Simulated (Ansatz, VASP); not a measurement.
## Ag3Os: VASP beside Ansatz

INCAR

```
SYSTEM = Ag3Os
ALGO = Normal
EDIFF = 1E-6
EDIFFG = -0.08
ENCUT = 600
GGA = PE
IBRION = 2
ISIF = 3
ISMEAR = 0
LASPH = .True.
LCHARG = .False.
LREAL = .False.
LWAVE = .False.
NELM = 100
NSW = 36
PREC = Accurate
SIGMA = 0.2
```

KPOINTS

```
k-points
0
Gamma
  6 6 3
  0 0 0
```

The input POSCAR:

```
Ag3Os
1.0
    3.5338376000      0.0000000000      0.0000000000
    0.0000000000      3.5338376000      0.0000000000
    0.0000000000      0.0000000000      7.0912708300
Ag Os
3 1
Direct
    0.0000000000      0.0000000000      0.8135508100
    0.0000000000      0.0000000000      0.1864491900
    0.5000000000      0.5000000000      0.0000000000
    0.5000000000      0.5000000000      0.5000000000
```

Input for Ansatz:

```yaml
crystal:
  lattice:
    - [3.5338376, 0.0, 0.0]
    - [0.0, 3.5338376, 0.0]
    - [0.0, 0.0, 7.09127083]
  atoms:
    - { symbol: Ag, position: [0.0, 0.0, 0.81355081] }
    - { symbol: Ag, position: [0.0, 0.0, 0.18644919] }
    - { symbol: Ag, position: [0.5, 0.5, 0.0] }
    - { symbol: Os, position: [0.5, 0.5, 0.5] }
basis:
  ecutwfc: 420
kpoints:
  mp_grid: { grid: [6, 6, 3] }
hamiltonian:
  xc: pbe
scf:
  occupations: { method: gaussian, width: 0.2 }
  lower_state_search: "off"
output:
  forces: true
  stress: true
  eigenvalues: true
relax:
  adjacent_minimum: "off"
  f_tol: 0.08
  max_steps: 16
  cell: { stress_tol: 0.8 }
```

Alike in both runs: task relaxation of cell and atoms; functional PBE; k mesh 6 × 6 × 3; occupations gaussian, width 0.2 eV; no spin polarisation.

|  | VASP | Ansatz |
| --- | --- | --- |
| version | VASP 6.6.1 | Ansatz 0.2.0 |
| potentials or method | VASP PAW PBE potentials, release 64 (Ag, Os), cutoff 600 eV | scalar-relativistic, plane waves, PAW |
| valence electrons in the cell | 41 | 73 |

Ansatz gave:

| Quantity | Value |
| --- | --- |
| gap on the k mesh at the Fermi level, each at its own relaxed structure (eV) | none |
| relaxed volume (Å³/atom) | 16.70 |
| relaxed length of the cell vector where the two differ most in proportion (Å) | 8.911 |

Estimate VASP's values.

gap on the k mesh at the Fermi level, each at its own relaxed structure (eV): none; relaxed volume (Å³/atom): 16.73; relaxed length of the cell vector where the two differ most in proportion (Å): 8.952.

A gap of «none» marks a metal or a gap that the smearing closes. VASP's potentials hold 41 valence electrons a cell and Ansatz's 73, so a difference there can come from the potentials and not from the codes.

Neither program's run includes spin-orbit coupling. Noted on VASP's run: the volume moved by over 15 % at a fixed basis, so the end points are rough.
